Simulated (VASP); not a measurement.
# ZrC in VASP: notebook, part 2 of 2

VASP 6.6.1. The steps go on from the part before.

## (3) Single point, PBE (equal xx and yy strain of +1 %)

INCAR reads:

```
PREC     = Accurate       # precision mode
ENCUT    = 520            # plane-wave cutoff, eV
EDIFF    = 1E-7           # SCF threshold, eV
ISMEAR   = -1             # smearing method
SIGMA    = 0.05           # smearing width, eV
LREAL    = F              # projectors in reciprocal space
LASPH    = T              # aspherical terms in the spheres
NELM     = 80             # most SCF steps
ALGO     = Normal         # electronic algorithm
ISIF     = 2              # what is computed and relaxed
LWAVE    = F              # write WAVECAR
LCHARG   = F              # write CHGCAR
GGA      = PE             # functional
NBANDS   = 15             # bands
```

KPOINTS reads:

```
Automatic mesh
0
Gamma
  15 15 15
```

POSCAR reads:

```
ZrC
1.0
    0.0000000000      2.3737121000      2.3502100000
    2.3737121000      0.0000000000      2.3502100000
    2.3737121000      2.3737121000      0.0000000000
Zr C
1 1
Direct
    0.5000000000      0.5000000000      0.5000000000
    0.0000000000      0.0000000000      0.0000000000
```

Potentials or basis: VASP PAW PBE potentials, release 64 (Zr_sv, C).

Run with:

```sh
> cat potpaw_PBE.64/Zr_sv/POTCAR potpaw_PBE.64/C/POTCAR > POTCAR
> mpirun -np 1 vasp_std > vasp.out
```

OUTCAR:

```text
PREC = Accurate
   ENCUT = 520
   EDIFF = 1E-7
   ISMEAR = -1
   LREAL = F
   LASPH = T
   NELM = 80
   ISIF = 2
   GGA = PE

 ion  position               nearest neighbor table
   1  0.500  0.500  0.500-   2 2.35   2 2.35   2 2.37   2 2.37   2 2.37   2 2.37
   2  0.000  0.000  0.000-   1 2.35   1 2.35   1 2.37   1 2.37   1 2.37   1 2.37

  LATTYP: Found a body centered tetragonal cell.
 ALAT       =     3.3569358450
 C/A-ratio  =     1.4002114479

  Lattice vectors:

 A1 = (   0.0000000000,  -2.3737121000,  -2.3502100000)
 A2 = (   0.0000000000,   2.3737121000,  -2.3502100000)
 A3 = (   2.3737121000,   0.0000000000,   2.3502100000)

Analysis of symmetry for initial positions (statically):
=====================================================================
 Subroutine PRICEL returns:
 Original cell was already a primitive cell.

 Routine SETGRP: Setting up the symmetry group for a
 body centered tetragonal supercell.

 Subroutine GETGRP returns: Found 16 space group operations
 (whereof 16 operations were pure point group operations)
 out of a pool of 16 trial point group operations.

The static configuration has the point symmetry D_4h.

Analysis of symmetry for dynamics (positions and initial velocities):
=====================================================================
 Subroutine PRICEL returns:
 Original cell was already a primitive cell.

 Routine SETGRP: Setting up the symmetry group for a
 body centered tetragonal supercell.

 Subroutine GETGRP returns: Found 16 space group operations
 (whereof 16 operations were pure point group operations)
 out of a pool of 16 trial point group operations.

The dynamic configuration has the point symmetry D_4h.

 Subroutine INISYM returns: Found 16 space group operations
 (whereof 16 operations are pure point group operations),
 and found     1 'primitive' translations

----------------------------------------------------------------------------------------

                                     Primitive cell
[... 120 lines left out ...]
   LEPSILON=     F    determine dielectric tensor
   LRPA    =     F    only Hartree local field effects (RPA)
 non-spin polarized calculation
  energy-cutoff  :      520.00
  volume of cell :       26.48
 maximum number of plane-waves:       725
 NGX is ok and might be reduce to    28
   NGX = 13   NGY = 13   NGZ = 13

 number of electron      16.0000000 magnetization

 Free energy of the ion-electron system (eV)
  ---------------------------------------------------
  ext. energy  EPLUGINS =         0.00000000
  ---------------------------------------------------
  free energy    TOTEN  =       -19.45806157 eV

  energy without entropy =      -19.45544000  energy(sigma->0) =      -19.45675079

 E-fermi :   9.3761     XC(G=0): -12.0351

 val. band max:        9.3706875336   @ k =   0.4667   0.4667   0.0000
 cond. band min:       9.3949263158   @ k =   0.3333  -0.0000   0.2667
 fundamental gap:      0.0242387822
 Fermi energy:         9.3761229691

 k-point     1 :       0.0000    0.0000    0.0000
  band No.  band energies     occupation
      1     -38.7968      2.00000
      2     -16.5227      2.00000
      3     -16.5227      2.00000
      4     -16.5139      2.00000
      5      -1.8507      2.00000
      6      10.2987      0.00000
      7      10.2987      0.00000
      8      10.3473      0.00000
      9      10.4406      0.00000
     10      10.4406      0.00000
     11      10.5358      0.00000
     12      12.0848      0.00000
     13      12.1890      0.00000
     14      16.4758      0.00000
[... 401 lines left out ...]
      2     -16.7427      2.00000
      3     -16.5904      2.00000
      4     -16.5788      2.00000
      5      -1.0726      2.00000
      6       7.0960      2.00000
      7       8.6805      2.00000
      8       8.9019      1.99985
      9       9.9701      0.00001
     10      12.2676      0.00000
     11      12.7049      0.00000
     12      13.2697      0.00000
     13      15.0488      0.00000
     14      18.7076      0.00000
     15      21.9312      0.00000

 [... further k-points ...]

------------------------ aborting loop because EDIFF is reached ----------------------------------------

  FORCE on cell =-STRESS in cart. coord.  units (eV):
  Direction    XX          YY          ZZ          XY          YZ          ZX
  --------------------------------------------------------------------------------------
  -------------------------------------------------------------------------------------
  Total       -0.6619708     -0.6619708     -0.1099118      0.0000000      0.0000000     -0.0000000
  in kB      -40.0457726    -40.0457726     -6.6490884      0.0000000      0.0000000     -0.0000000
  external PRESSURE =     -28.9135445 kB  Pullay stress =       0.0000000 kB

 VOLUME and BASIS-vectors are now :
 -----------------------------------------------------------------------------
  energy-cutoff  :      520.00
  volume of cell :       26.48
      direct lattice vectors                 reciprocal lattice vectors
     0.000000000  2.373712100  2.350210000    -0.210640541  0.210640541  0.212746946
     2.373712100  0.000000000  2.350210000     0.210640541 -0.210640541  0.212746946
     2.373712100  2.373712100  0.000000000     0.210640541  0.210640541 -0.212746946

 POSITION                                       TOTAL-FORCE (eV/Angst)
 -----------------------------------------------------------------------------------
      2.37371      2.37371      2.35021        -0.000000      0.000000      0.000000
      0.00000      0.00000      0.00000         0.000000     -0.000000     -0.000000
 -----------------------------------------------------------------------------------
    total drift:                                0.000000      0.000000      0.000000

  FREE ENERGIE OF THE ION-ELECTRON SYSTEM (eV)
  ---------------------------------------------------
  free  energy   TOTEN  =       -19.4580615729 eV

  energy  without entropy=      -19.4554399995  energy(sigma->0) =      -19.45675079
```

Wall time 78 s (1 thread of AMD EPYC 9R45 (Zen 5), shared host); peak memory 0.21 GiB.

Results:

```
Free energy            : -19.4581 eV
Pressure               : -2.9 GPa
Band gap on the k mesh : zero (band 8 reaches 10.35 eV, above the bottom of band 9 at 8.96 eV)
```

Levels at points of the mesh, in eV from the Fermi level:
```tsv
k point	band 5	band 6	band 7	band 8	band 9	band 10	band 11	band 12
(0.00, 0.00, 0.00)	-11.23	0.92	0.92	0.97	1.06	1.06	1.16	2.71
```

Caveat: the cell differs from its parent crystal (equal xx and yy strain of +1 %).

## (4) Single point, PBE (equal xx and yy strain of +3 %)

INCAR reads:

```
  PREC = Accurate
  ENCUT = 520
  EDIFF = 1E-6
  ISMEAR = -1
  SIGMA = 0.05
  LREAL = False
  LASPH = True
  NELM = 100
  ALGO = Normal
  ISIF = 2
  LWAVE = False
  LCHARG = True
  GGA = PE
  LELF = True
  LVHAR = True
  NBANDS = 15
```

KPOINTS is that of step 3.

POSCAR reads:

```
ZrC
1.0
    0.0000000000      2.4207163000      2.3502100000
    2.4207163000      0.0000000000      2.3502100000
    2.4207163000      2.4207163000      0.0000000000
Zr C
1 1
Direct
    0.5000000000      0.5000000000      0.5000000000
    0.0000000000      0.0000000000      0.0000000000
```

Run with:

```sh
> cat potpaw_PBE.64/Zr_sv/POTCAR potpaw_PBE.64/C/POTCAR > POTCAR
> mpirun -np 1 vasp_std > vasp.out
```

Wall time 77 s (1 thread of AMD EPYC 9R45 (Zen 5), shared host); peak memory 0.22 GiB.

It converged, with:

```
Free energy            : -19.4010 eV
Pressure               : -10.2 GPa
Band gap on the k mesh : zero (band 8 reaches 9.93 eV, above the bottom of band 9 at 8.42 eV)
```

Stress tensor (GPa, compression positive):
```
-13.02   0.00   0.00
  0.00 -13.02   0.00
  0.00   0.00  -4.51
```

Levels at points of the mesh, in eV from the Fermi level:
```tsv
k point	band 4	band 5	band 6	band 7	band 8	band 9	band 10	band 11	band 12	band 13
(0.00, 0.00, 0.00)	-26.06	-11.10	0.88	0.88	0.98	0.98	1.01	1.25	2.48	2.74
```

Caveat: the cell differs from its parent crystal (equal xx and yy strain of +3 %).

## (5) Single point, PBE (volume scaled by 0.94)

Changes to INCAR since step 4:

```diff
@@ -7,3 +7,3 @@
   LASPH = True
-  NELM = 100
+  NELM = 60
   ALGO = Normal
```

KPOINTS reads:

```
regular mesh
0
Gamma
  15 15 15
```

POSCAR reads:

```
ZrC
1.0
    0.0000000000      2.3022330686      2.3022330686
    2.3022330686      0.0000000000      2.3022330686
    2.3022330686      2.3022330686      0.0000000000
Zr C
1 1
Direct
    0.5000000000      0.5000000000      0.5000000000
    0.0000000000      0.0000000000      0.0000000000
```

Run with:

```sh
> cat potpaw_PBE.64/Zr_sv/POTCAR potpaw_PBE.64/C/POTCAR > POTCAR
> mpirun -np 1 vasp_std > vasp.out
```

Wall time 12 s (1 thread of Intel Xeon 6975P-C (Granite Rapids), shared host); peak memory 0.17 GiB.

Results (log left out):

```yaml
Free_energy: -19.3737 eV
Pressure: 17.4 GPa
Band_gap_on_the_k_mesh: zero (band 8 reaches 11.29 eV, above the bottom of band 9 at 9.97 eV)
```

Levels at points of the mesh, in eV from the Fermi level:
```tsv
k point	band 4	band 5	band 6	band 7	band 8	band 9	band 10	band 11	band 12	band 13
(0.00, 0.00, 0.00)	-25.53	-11.52	0.95	0.95	0.95	1.11	1.11	1.11	2.99	2.99
```

## (6) Overview

| cell | gap on the mesh (eV) | pressure (GPa) |
| --- | --- | --- |
| a = 3.291, b = 3.291, c = 3.257 Å, angles 60.3, 60.3, 59.3°, 2 atoms | none | 11.6 |
| a = 3.340, b = 3.340, c = 3.357 Å, angles 59.8, 59.8, 60.3°, 2 atoms | none | -2.9 |
| a = 3.374, b = 3.374, c = 3.423 Å, angles 59.5, 59.5, 61.0°, 2 atoms | none | -10.2 |
| a = 3.256 Å, angles 60.0°, 2 atoms | none | 17.4 |

Alike in all rows: task single point; level PBE; potentials or basis VASP PAW PBE potentials, release 64 (Zr_sv, C); no spin polarisation; k mesh 15 × 15 × 15; cutoff (eV) 520; smearing fermi-dirac 0.05 eV.

Absolute energies hang on the potentials; compare differences alone.
